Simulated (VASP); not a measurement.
# Ba (Im-3m) in VASP: a series of runs

Ba is run at these levels: PBE; tasks: single point, relaxation of cell and atoms.

All numbers are computed with VASP 6.6.1; they aren't measurements. Logs are shortened: lines on timing, memory, paths and dates and some standing lists are left out, and cuts for length are marked.

## 1. The cell of the first run

Symmetry: Im-3m, No. 229, cubic system. The conventional cell has a = 4.983 Å, b = 4.983 Å, c = 4.983 Å, α = 90.00°, β = 90.00°, γ = 90.00°. Within 5.7 Å of Ba (site symmetry m-3m) lie 14 Ba at 4.32 to 4.98 Å.

## 2. Single point, PBE

The input, INCAR:

```
  ALGO = Normal
  EDIFF = 1E-6
  ENCUT = 520
  GGA = PE
  ISIF = 2
  ISMEAR = -1
  LASPH = T
  LCHARG = T
  LELF = T
  LREAL = F
  LVHAR = T
  LWAVE = F
  NBANDS = 11
  NELM = 80
  PREC = Accurate
  SIGMA = 0.05
```

The input, KPOINTS:

```
k-points
0
Gamma
  12 12 12
```

The input, POSCAR:

```
Ba
1.0
   -2.4917186973      2.4917186973      2.4917186973
    2.4917186973     -2.4917186973      2.4917186973
    2.4917186973      2.4917186973     -2.4917186973
Ba
1
Direct
    0.0000000000      0.0000000000      0.0000000000
```

Potentials or basis: VASP PAW PBE potentials, release 64 (Ba_sv).

The run is started by

```console
$ cat potpaw_PBE.64/Ba_sv/POTCAR > POTCAR
$ mpirun -np 1 vasp_std > vasp.out
```

OUTCAR:

```text
EDIFF = 1E-6
   ENCUT = 520
   GGA = PE
   ISIF = 2
   ISMEAR = -1
   LASPH = T
   LREAL = F
   NELM = 80
   PREC = Accurate

 ion  position               nearest neighbor table
   1  0.000  0.000  0.000-

  LATTYP: Found a body centered cubic cell.
 ALAT       =     4.9834373946

  Lattice vectors:

 A1 = (  -2.4917186973,   2.4917186973,   2.4917186973)
 A2 = (   2.4917186973,  -2.4917186973,   2.4917186973)
 A3 = (   2.4917186973,   2.4917186973,  -2.4917186973)

Analysis of symmetry for initial positions (statically):
=====================================================================
 Subroutine PRICEL returns:
 Original cell was already a primitive cell.

 Routine SETGRP: Setting up the symmetry group for a
 body centered cubic supercell.

 Subroutine GETGRP returns: Found 48 space group operations
 (whereof 48 operations were pure point group operations)
 out of a pool of 48 trial point group operations.

The static configuration has the point symmetry O_h .

Analysis of symmetry for dynamics (positions and initial velocities):
=====================================================================
 Subroutine PRICEL returns:
 Original cell was already a primitive cell.

 Routine SETGRP: Setting up the symmetry group for a
 body centered cubic supercell.

 Subroutine GETGRP returns: Found 48 space group operations
 (whereof 48 operations were pure point group operations)
 out of a pool of 48 trial point group operations.

The dynamic configuration has the point symmetry O_h .

 Subroutine INISYM returns: Found 48 space group operations
 (whereof 48 operations are pure point group operations),
 and found     1 'primitive' translations

----------------------------------------------------------------------------------------

                                     Primitive cell

  volume of cell :      61.8810

  direct lattice vectors                    reciprocal lattice vectors
    -2.491718697  2.491718697  2.491718697     0.000000000  0.200664706  0.200664706
     2.491718697 -2.491718697  2.491718697     0.200664706  0.000000000  0.200664706
     2.491718697  2.491718697 -2.491718697     0.200664706  0.200664706  0.000000000

  length of vectors
     4.315783382  4.315783382  4.315783382     0.283782749  0.283782749  0.283782749

  position of ions in fractional coordinates (direct lattice)
     0.000000000  0.000000000  0.000000000

  ion indices of the primitive-cell ions
   primitive index   ion index
                 1           1

----------------------------------------------------------------------------------------

 KPOINTS: k-points

Automatic generation of k-mesh.
 Grid dimensions read from file:
 generate k-points for:   12   12   12

 Generating k-lattice:

  Cartesian coordinates                     Fractional coordinates (reciprocal lattice)
     0.000000000  0.016722059  0.016722059     0.083333333  0.000000000  0.000000000
     0.016722059  0.000000000  0.016722059     0.000000000  0.083333333  0.000000000
     0.016722059  0.016722059  0.000000000     0.000000000  0.000000000  0.083333333

  Length of vectors
     0.023648562  0.023648562  0.023648562

  Shift w.r.t. Gamma in fractional coordinates (k-lattice)
     0.000000000  0.000000000  0.000000000

 Subroutine IBZKPT returns following result:
 ===========================================

 Found     72 irreducible k-points:

 Following reciprocal coordinates:
            Coordinates               Weight
  0.000000  0.000000  0.000000      1.000000
  0.083333  0.000000  0.000000     12.000000
  0.166667  0.000000  0.000000     12.000000
  0.250000  0.000000  0.000000     12.000000
  0.333333  0.000000  0.000000     12.000000
  0.416667  0.000000  0.000000     12.000000
[... 16 lines left out ...]
  0.333333  0.083333  0.083333     24.000000
  0.416667  0.083333  0.083333     12.000000
 [... further k-points ...]
   k-points           NKPTS =     72   k-points in BZ     NKDIM =     72   number of bands    NBANDS=     11
   number of dos      NEDOS =    301   number of ions     NIONS =      1
   total plane-waves  NPLWV =  32768
   dimension x,y,z NGX =    32 NGY =   32 NGZ =   32
   dimension x,y,z NGXF=    64 NGYF=   64 NGZF=   64
   ions per type =               1
   NGX,Y,Z   is equivalent  to a cutoff of  12.33, 12.33, 12.33 a.u.
   NGXF,Y,Z  is equivalent  to a cutoff of  24.65, 24.65, 24.65 a.u.
 SYSTEM =  unknown system
   PREC   = accura    normal or accurate (medium, high low for compatibility)
   ISTART =      0    job   : 0-new  1-cont  2-samecut
   ICHARG =      2    charge: 1-file 2-atom 10-const
   ISPIN  =      1    spin polarized calculation?
   LNONCOLLINEAR =      F non collinear calculations
   LSORBIT =      F    spin-orbit coupling
   LASPH  =      T    aspherical Exc in radial PAW
   ENCUT  =  520.0 eV  38.22 Ry    6.18 a.u.   8.02  8.02  8.02*2*pi/ulx,y,z
   NELM   =     80;   NELMIN=  2; NELMDL= -5     # of ELM steps
   EDIFF  = 0.1E-05   stopping-criterion for ELM
   LREAL  =      F    real-space projection
   EDIFFG = 0.1E-04   stopping-criterion for IOM
   NSW    =      0    number of steps for IOM
   IBRION =     -1    ionic relax: 0-MD 1-quasi-New 2-CG
   NFREE  =      0    steps in history (QN), initial steepest desc. (CG)
   ISIF   =      2    stress and relaxation
   ISYM   =      2    0-nonsym 1-usesym 2-fastsym
   POTIM  = 0.5000    time-step for ionic-motion
   TEBEG  =    0.0;   TEEND  =   0.0 temperature during run
   PSTRESS=    0.0 pullay stress
   NELECT =      10.0000    total number of electrons
   NUPDOWN=      -1.0000    fix difference up-down
   EMIN   =  10.00;   EMAX   =-10.00  energy-range for DOS
   EFERMI =   0.00;   METHOD = LEGACY
   ISMEAR =    -1;   SIGMA  =   0.05  broadening in eV -4-tet -1-fermi 0-gaus
   EFERMI_NEDOS =   21; number of points for ismear=-14 and -15
   IALGO  =     38    algorithm
   IMIX   =      4    mixing-type and parameters
     AMIX     =   0.40;   BMIX     =  1.00
     AMIX_MAG =   1.60;   BMIX_MAG =  1.00
  volume/ion in A,a.u.               =      61.88       417.59
  Fermi-wavevector in a.u.,A,eV,Ry     =   0.891708  1.685083 10.818571  0.795143
  Thomas-Fermi vector in A             =   2.013563
   LORBIT       =      0    0 simple, 1 ext, 2 COOP (PROOUT), +10 PAW based schemes
   GGA     = PE    functional components
[... 5 lines left out ...]
 non-spin polarized calculation
  energy-cutoff  :      520.00
  volume of cell :       61.88
 maximum number of plane-waves:      1686
   NGX = 15   NGY = 15   NGZ = 15

 number of electron      10.0000000 magnetization

 number of electron       9.9999998 magnetization

 Free energy of the ion-electron system (eV)
  ---------------------------------------------------
  ext. energy  EPLUGINS =         0.00000000
  ---------------------------------------------------
  free energy    TOTEN  =        -1.91157354 eV

  energy without entropy =       -1.90121724  energy(sigma->0) =       -1.90639539

 E-fermi :   1.7058     XC(G=0):  -7.4661

 val. band max:        1.6795715354   @ k =  -0.4167   0.5000   0.2500
 cond. band min:       1.7095828115   @ k =   0.2500   0.1667   0.1667
 fundamental gap:      0.0300112762
 Fermi energy:         1.7057737476

 k-point     1 :       0.0000    0.0000    0.0000
  band No.  band energies     occupation
      1     -27.1478      2.00000
      2     -12.0870      2.00000
      3     -12.0870      2.00000
      4     -12.0870      2.00000
      5      -1.0530      2.00000
      6       3.5573      0.00000
      7       3.5573      0.00000
      8       3.5573      0.00000
      9       4.9821      0.00000
     10       4.9821      0.00000
     11       8.6936      0.00000

 k-point     2 :       0.0833    0.0000    0.0000
  band No.  band energies     occupation
      1     -27.1447      2.00000
      2     -12.1222      2.00000
      3     -12.0978      2.00000
      4     -12.0873      2.00000
      5      -0.9200      2.00000
      6       3.4477      0.00000
      7       3.4989      0.00000
      8       3.6927      0.00000
      9       4.8046      0.00000
     10       4.9728      0.00000
     11       8.8461      0.00000

 k-point     3 :       0.1667    0.0000    0.0000
  band No.  band energies     occupation
      1     -27.1362      2.00000
      2     -12.2163      2.00000
      3     -12.1269      2.00000
      4     -12.0879      2.00000
      5      -0.5483      2.00000
      6       3.1834      0.00000
      7       3.2453      0.00000
      8       4.0919      0.00000
      9       4.6407      0.00000
     10       4.9744      0.00000
     11       9.1549      0.00000

 k-point     4 :       0.2500    0.0000    0.0000
  band No.  band energies     occupation
      1     -27.1245      2.00000
      2     -12.3401      2.00000
      3     -12.1662      2.00000
      4     -12.0888      2.00000
      5      -0.0258      2.00000
      6       2.8786      0.00000
      7       2.8805      0.00000
      8       4.7334      0.00000
      9       4.7370      0.00000
     10       5.0408      0.00000
     11       9.0369      0.00000
[... 239 lines left out ...]
 k-point    22 :       0.2500    0.0833    0.0833
  band No.  band energies     occupation
      1     -27.1106      2.00000
      2     -12.4622      2.00000
      3     -12.2086      2.00000
      4     -12.1193      2.00000
      5       0.7216      2.00000
      6       2.4878      0.00000
      7       2.5109      0.00000
      8       5.0146      0.00000
      9       5.2928      0.00000
     10       6.0087      0.00000
     11       8.6819      0.00000

 k-point    23 :       0.3333    0.0833    0.0833
  band No.  band energies     occupation
      1     -27.1029      2.00000
      2     -12.5210      2.00000
      3     -12.2500      2.00000
      4     -12.1219      2.00000
      5       1.0198      2.00000
      6       2.3541      0.00000
      7       2.6600      0.00000
      8       5.1068      0.00000
      9       5.4813      0.00000
     10       6.7883      0.00000
     11       7.9941      0.00000

 k-point    24 :       0.4167    0.0833    0.0833
  band No.  band energies     occupation
      1     -27.1001      2.00000
      2     -12.5417      2.00000
      3     -12.2656      2.00000
      4     -12.1229      2.00000
      5       1.0823      1.99999
      6       2.3092      0.00001
      7       2.8375      0.00000
      8       5.0895      0.00000
      9       5.5724      0.00000
     10       7.2982      0.00000
     11       7.4908      0.00000

 [... further k-points ...]

------------------------ aborting loop because EDIFF is reached ----------------------------------------

  FORCE on cell =-STRESS in cart. coord.  units (eV):
  Direction    XX          YY          ZZ          XY          YZ          ZX
  --------------------------------------------------------------------------------------
  -------------------------------------------------------------------------------------
  Total        0.0971363      0.0971363      0.0971363     -0.0000000     -0.0000000      0.0000000
  in kB        2.5149831      2.5149831      2.5149831     -0.0000000     -0.0000000      0.0000000
  external PRESSURE =       2.5149831 kB  Pullay stress =       0.0000000 kB

 VOLUME and BASIS-vectors are now :
 -----------------------------------------------------------------------------
  energy-cutoff  :      520.00
  volume of cell :       61.88
      direct lattice vectors                 reciprocal lattice vectors
    -2.491718697  2.491718697  2.491718697     0.000000000  0.200664706  0.200664706
     2.491718697 -2.491718697  2.491718697     0.200664706  0.000000000  0.200664706
     2.491718697  2.491718697 -2.491718697     0.200664706  0.200664706  0.000000000

 POSITION                                       TOTAL-FORCE (eV/Angst)
 -----------------------------------------------------------------------------------
      0.00000      0.00000      0.00000         0.000000     -0.000000     -0.000000
 -----------------------------------------------------------------------------------
    total drift:                                0.000000      0.000000     -0.000000

  FREE ENERGIE OF THE ION-ELECTRON SYSTEM (eV)
  ---------------------------------------------------
  free  energy   TOTEN  =        -1.9115735378 eV

  energy  without entropy=       -1.9012172414  energy(sigma->0) =       -1.90639539
```

It took 18 s on 1 thread of AMD EPYC 9R45 (Zen 5), shared host; peak memory 0.17 GiB.

What came out:

```
Free energy            : -1.9116 eV
Pressure               : 0.3 GPa
Band gap on the k mesh : zero (bands 5 and 6 overlap by 1.11 eV)
```

Caveat: spin-orbit coupling is left out, which moves the levels of the heavy elements.

## 3. Relaxation of cell and atoms, PBE

This run uses another cell than the first one, of 63.44 Å³/atom.

The input, INCAR:

```
SYSTEM = Ba
  PREC = Accurate
  ENCUT = 600
  EDIFF = 1E-6
  ISMEAR = -1
  SIGMA = 0.05
  LREAL = .False.
  LASPH = .True.
  NELM = 100
  ALGO = Normal
  ISIF = 3
  LWAVE = .False.
  LCHARG = .False.
  GGA = PE
  IBRION = 2
  NSW = 45
  EDIFFG = -0.005
```

The input, KPOINTS:

```
regular mesh
0
Gamma
  12 12 12
  0 0 0
```

The input, POSCAR:

```
Ba
1.0
   -2.5124974217      2.5124974217      2.5124974217
    2.5124974217     -2.5124974217      2.5124974217
    2.5124974217      2.5124974217     -2.5124974217
Ba
1
Direct
    0.0000000000      0.0000000000      0.0000000000
```

Potentials or basis: VASP PAW PBE potentials, release 64 (Ba_sv).

The run is started by

```console
$ cat potpaw_PBE.64/Ba_sv/POTCAR > POTCAR
$ mpirun -np 1 vasp_std > vasp.out
```

It took 36 s on 1 thread of AMD EPYC 9R45 (Zen 5), shared host; peak memory 0.2 GiB.

Results (log left out):

| Property | Result |
| --- | --- |
| Free energy | -1.9131 eV |
| Relaxed volume | 63.53 Å³/atom |
| Relaxed cell | a = 4.354 Å, b = 4.354 Å, c = 4.354 Å, α = 109.47°, β = 109.47°, γ = 109.47° |
| Space group after relaxing (to 0.1 Å) | Im-3m (No. 229) |
| Energy gained by relaxing | 0.0 meV/atom |
| Ionic steps | 2 |
| Pressure after relaxing | 0.0 GPa |
| Band gap on the k mesh | zero (bands 5 and 6 overlap by 1.05 eV) |

Final structure:
```xyz
1
Lattice="-2.5137 2.5137 2.5137 2.5137 -2.5137 2.5137 2.5137 2.5137 -2.5137" Properties=species:S:1:pos:R:3 pbc="T T T"
Ba    0.0000    0.0000    0.0000
```

Levels at points of the mesh, in eV from the Fermi level:
| k point | band 1 | band 2 | band 3 | band 4 | band 5 | band 6 | band 7 | band 8 | band 9 |
| --- | --- | --- | --- | --- | --- | --- | --- | --- | --- |
| (0.00, 0.00, 0.00) | -28.90 | -13.85 | -13.85 | -13.85 | -2.75 | 1.82 | 1.82 | 1.82 | 3.21 |
| (0.50, 0.00, 0.00) | -28.86 | -14.30 | -14.00 | -13.85 | -0.88 | 0.69 | 1.22 | 3.18 | 3.75 |
| (0.50, 0.50, 0.50) | -28.82 | -14.16 | -14.16 | -14.16 | -0.53 | -0.53 | 4.32 | 4.32 | 4.32 |

Caveat: spin-orbit coupling is left out, which moves the levels of the heavy elements.
